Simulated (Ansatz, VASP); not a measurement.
One calculation of YTl, two programs

```
Y Tl
1.0
     3.67598    0.00000    0.00000
     0.00000    3.67598    0.00000
     0.00000    0.00000    3.75100
Y Tl
1 1
Direct
  0.50000 0.50000 0.50000
  0.00000 0.00000 0.00000
```

Change from the starting cell: equal xx and yy strain of -2 %.

Alike in both runs: task single point; functional LDA; k mesh 11 × 11 × 11; occupations fermi-dirac, width 0.08 eV; no spin polarisation.

```csv
,VASP,Ansatz
version,VASP 6.6.1,Ansatz 0.2.0
potentials or method,"VASP PAW LDA potentials, release 64 (Y_sv, Tl_d), cutoff 520 eV","all-electron LAPW, scalar-relativistic"
```

VASP gave:

```
pressure (GPa)                                                : -0.4
traceless stress, the component that is largest in VASP (GPa) : -0.20
```

Problem. Which values does Ansatz return?

Solution. Pressure (GPa): -0.5; traceless stress, the component that is largest in VASP (GPa): -0.19.

LDA's correlation is that of Perdew and Zunger in VASP and of Perdew and Wang (1992) in Ansatz. Ansatz ran all-electron here, and VASP with PAW potentials.

Spin-orbit coupling is off throughout.
